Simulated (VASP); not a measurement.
# Te (R-3m) in VASP: single point with r2SCAN

Aim: the single point of Te with r2SCAN.

Program: VASP 6.6.1. These are calculated values, not measurements. Logs are shortened: lines on timing, memory, paths and dates and some standing lists are left out, and cuts for length are marked.

## Step 1: The cell of the first run

Symmetry: R-3m, No. 166, trigonal system. The conventional cell has a = 4.468 Å, b = 4.468 Å, c = 5.406 Å, α = 90.00°, β = 90.00°, γ = 120.00°. Te (site symmetry -3m) has 6 Te at 3.15 Å within 4.1 Å.

## Step 2: Single point, r2SCAN

POSCAR

```
Te
1.0
    2.2337971139      1.2896833651      1.8018840491
   -2.2337971139      1.2896833651      1.8018840491
    0.0000000000     -2.5793667301      1.8018840492
Te
1
Direct
    0.5000000000      0.5000000000      0.5000000000
```

INCAR.step1

```
SYSTEM = Te
  PREC = Accurate
  ENCUT = 520
  ISMEAR = 0
  SIGMA = 0.15
  LREAL = .False.
  LASPH = .True.
  NELM = 100
  NBANDS = 9
  GGA = PE
  ALGO = Normal
  EDIFF = 1E-4
  LWAVE = .True.
  LCHARG = .False.
```

INCAR.step2

```
SYSTEM = Te
  PREC = Accurate
  ENCUT = 520
  EDIFF = 1E-7
  ISMEAR = 0
  SIGMA = 0.15
  LREAL = .False.
  LASPH = .True.
  NELM = 100
  ALGO = Normal
  ISIF = 2
  LWAVE = .False.
  LCHARG = .False.
  METAGGA = R2SCAN
  LMIXTAU = .True.
  NBANDS = 9
  ISTART = 1
```

KPOINTS

```
Automatic mesh
0
Gamma
  18 18 18
  0 0 0
```

Potentials or basis: VASP PAW PBE potentials, release 64 (Te).

Launch:

```bash
$ cat potpaw_PBE.64/Te/POTCAR > POTCAR
$ cp INCAR.step1 INCAR
$ mpirun -np 1 vasp_std > vasp.out
$ cp INCAR.step2 INCAR
$ mpirun -np 1 vasp_std > vasp.out
```

OUTCAR:

```text
SYSTEM = Te
   PREC = Accurate
   ENCUT = 520
   EDIFF = 1E-7
   ISMEAR = 0
   LREAL = .False.
   LASPH = .True.
   NELM = 100
   ISIF = 2
   METAGGA = R2SCAN
   ISTART = 1

 ion  position               nearest neighbor table
   1  0.500  0.500  0.500-

  LATTYP: Found a trigonal (rhomboedric) cell.
 ALAT       =     3.1464136496
 COS(alpha) =    -0.0080586759

  Lattice vectors:

 A1 = (   2.2337971139,   1.2896833651,   1.8018840491)
 A2 = (  -2.2337971139,   1.2896833651,   1.8018840491)
 A3 = (   0.0000000000,  -2.5793667301,   1.8018840492)

Analysis of symmetry for initial positions (statically):
=====================================================================
 Subroutine PRICEL returns:
 Original cell was already a primitive cell.

 Routine SETGRP: Setting up the symmetry group for a
 trigonal (rhombohedral) supercell.

 Subroutine GETGRP returns: Found 12 space group operations
 (whereof 12 operations were pure point group operations)
 out of a pool of 12 trial point group operations.

The static configuration has the point symmetry D_3d.

Analysis of symmetry for dynamics (positions and initial velocities):
=====================================================================
 Subroutine PRICEL returns:
 Original cell was already a primitive cell.

 Routine SETGRP: Setting up the symmetry group for a
 trigonal (rhombohedral) supercell.

 Subroutine GETGRP returns: Found 12 space group operations
 (whereof 12 operations were pure point group operations)
 out of a pool of 12 trial point group operations.

The dynamic configuration has the point symmetry D_3d.

 Subroutine INISYM returns: Found 12 space group operations
 (whereof 12 operations are pure point group operations),
 and found     1 'primitive' translations

----------------------------------------------------------------------------------------

                                     Primitive cell

  volume of cell :      31.1462

  direct lattice vectors                    reciprocal lattice vectors
     2.233797114  1.289683365  1.801884049     0.223834115  0.129230687  0.184991556
    -2.233797114  1.289683365  1.801884049    -0.223834115  0.129230687  0.184991556
     0.000000000 -2.579366730  1.801884049     0.000000000 -0.258461373  0.184991556

  length of vectors
     3.146413650  3.146413650  3.146413650     0.317842975  0.317842975  0.317842975

  position of ions in fractional coordinates (direct lattice)
     0.500000000  0.500000000  0.500000000

  ion indices of the primitive-cell ions
[... 79 lines left out ...]
   NFREE  =      0    steps in history (QN), initial steepest desc. (CG)
   ISIF   =      2    stress and relaxation
   ISYM   =      2    0-nonsym 1-usesym 2-fastsym
   POTIM  = 0.5000    time-step for ionic-motion
   TEBEG  =    0.0;   TEEND  =   0.0 temperature during run
   PSTRESS=    0.0 pullay stress
   NELECT =       6.0000    total number of electrons
   NUPDOWN=      -1.0000    fix difference up-down
   EMIN   =  10.00;   EMAX   =-10.00  energy-range for DOS
   EFERMI =   0.00;   METHOD = LEGACY
   ISMEAR =     0;   SIGMA  =   0.15  broadening in eV -4-tet -1-fermi 0-gaus
   EFERMI_NEDOS =   21; number of points for ismear=-14 and -15
   IALGO  =     38    algorithm
   IMIX   =      4    mixing-type and parameters
     AMIX     =   0.40;   BMIX     =  1.00
     AMIX_MAG =   1.60;   BMIX_MAG =  1.00
  volume/ion in A,a.u.               =      31.15       210.18
  Fermi-wavevector in a.u.,A,eV,Ry     =   0.945490  1.786717 12.162947  0.893951
  Thomas-Fermi vector in A             =   2.073397
   LORBIT       =      0    0 simple, 1 ext, 2 COOP (PROOUT), +10 PAW based schemes
   METAGGA = R2SCAN    functional components
   LHFCALC =     F    Hartree Fock is set to
   AEXX    =    0.0000 exact exchange contribution
   IVDW    =     0    specifies the selected vdW correction
   LEPSILON=     F    determine dielectric tensor
   LRPA    =     F    only Hartree local field effects (RPA)
 non-spin polarized calculation
 Gauss-broadening in eV      SIGMA  =   0.15
  energy-cutoff  :      520.00
  volume of cell :       31.15
 maximum number of plane-waves:       863
   NGX = 11   NGY = 11   NGZ = 11

 number of electron       5.9999999 magnetization

 Free energy of the ion-electron system (eV)
  ---------------------------------------------------
  ext. energy  EPLUGINS =         0.00000000
  ---------------------------------------------------
  free energy    TOTEN  =       -25.32354040 eV

  energy without entropy =      -25.31622662  energy(sigma->0) =      -25.31988351

 E-fermi :   7.0361     XC(G=0):  -9.9708

 val. band max:        7.0216069630   @ k =  -0.3889   0.1667   0.1111
 cond. band min:       7.0372295850   @ k =  -0.3333   0.4444   0.2222
 fundamental gap:      0.0156226220
 Fermi energy:         7.0360737479

 k-point     1 :       0.0000    0.0000    0.0000
  band No.  band energies     occupation
      1      -7.6274      2.00000
      2       8.2486      0.00000
      3       8.3128      0.00000
      4       8.3128      0.00000
      5      13.2880      0.00000
      6      13.2880      0.00000
      7      14.4327      0.00000
      8      25.5506      0.00000
      9      25.5919      0.00000
[... 265 lines left out ...]
 k-point    24 :      -0.2222    0.0556    0.0000
  band No.  band energies     occupation
      1      -6.9596      2.00000
      2       4.1870      2.00000
      3       8.3798      0.00000
      4       8.8818      0.00000
      5      14.0853      0.00000
      6      14.9931      0.00000
      7      18.8061      0.00000
      8      20.4287      0.00000
      9      21.2590      0.00000

 [... further k-points ...]

------------------------ aborting loop because EDIFF is reached ----------------------------------------

  FORCE on cell =-STRESS in cart. coord.  units (eV):
  Direction    XX          YY          ZZ          XY          YZ          ZX
  --------------------------------------------------------------------------------------
  -------------------------------------------------------------------------------------
  Total        0.4533568      0.4533568      0.4543683      0.0000000     -0.0000000      0.0000000
  in kB       23.3209260     23.3209260     23.3729602      0.0000000     -0.0000000      0.0000000
  external PRESSURE =      23.3382707 kB  Pullay stress =       0.0000000 kB

 VOLUME and BASIS-vectors are now :
 -----------------------------------------------------------------------------
  energy-cutoff  :      520.00
  volume of cell :       31.15
      direct lattice vectors                 reciprocal lattice vectors
     2.233797114  1.289683365  1.801884049     0.223834115  0.129230687  0.184991556
    -2.233797114  1.289683365  1.801884049    -0.223834115  0.129230687  0.184991556
     0.000000000 -2.579366730  1.801884049     0.000000000 -0.258461373  0.184991556

 POSITION                                       TOTAL-FORCE (eV/Angst)
 -----------------------------------------------------------------------------------
      0.00000      0.00000      2.70283         0.000000      0.000000     -0.000000
 -----------------------------------------------------------------------------------
    total drift:                                0.000000      0.000000     -0.000000

  FREE ENERGIE OF THE ION-ELECTRON SYSTEM (eV)
  ---------------------------------------------------
  free  energy   TOTEN  =       -25.3235404004 eV

  energy  without entropy=      -25.3162266211  energy(sigma->0) =      -25.31988351
```

OUTCAR.step1:

```text
SYSTEM = Te
   PREC = Accurate
   ENCUT = 520
   ISMEAR = 0
   LREAL = .False.
   LASPH = .True.
   NELM = 100
[... 505 lines left out ...]
 -----------------------------------------------------------------------------------
      0.00000      0.00000      2.70283         0.000000      0.000000     -0.000000
 -----------------------------------------------------------------------------------
    total drift:                                0.000000      0.000000     -0.000000

  FREE ENERGIE OF THE ION-ELECTRON SYSTEM (eV)
  ---------------------------------------------------
  free  energy   TOTEN  =        -3.0861610182 eV

  energy  without entropy=       -3.0786113311  energy(sigma->0) =       -3.08238617
```

OSZICAR.step1:

```text
N       E                     dE             d eps       ncg     rms          rms(c)
DAV:   1     0.178430241340E+02    0.17843E+02   -0.25104E+03 10456   0.533E+02
DAV:   2    -0.250117254118E+01   -0.20344E+02   -0.19458E+02 13620   0.732E+01
DAV:   3    -0.307679961362E+01   -0.57563E+00   -0.57195E+00 12987   0.153E+01
DAV:   4    -0.308132264757E+01   -0.45230E-02   -0.45227E-02 14238   0.153E+00
DAV:   5    -0.308136999598E+01   -0.47348E-04   -0.47348E-04 13339   0.126E-01    0.813E+00
DAV:   6    -0.308417550262E+01   -0.28055E-02   -0.57120E-04 13319   0.180E-01    0.496E+00
DAV:   7    -0.308611765707E+01   -0.19422E-02   -0.13995E-03 11249   0.276E-01    0.741E-02
DAV:   8    -0.308616101820E+01   -0.43361E-04   -0.32579E-05 11215   0.374E-02
   1 F= -.30861610E+01 E0= -.30823862E+01  d E =-.754969E-02
```

It took 3.4 min on 1 thread of AMD EPYC 9R45 (Zen 5), shared host; peak memory 0.24 GiB.

What came out:

| Quantity | Value |
| --- | --- |
| Free energy | -25.3235 eV |
| Pressure | 2.3 GPa |
| Band gap on the k mesh | zero (bands 3 and 4 overlap by 6.17 eV) |

Caveat: the PAW data sets were made with another functional, which shifts forces and pressure a little; spin-orbit coupling is left out, which moves the levels of the heavy elements.
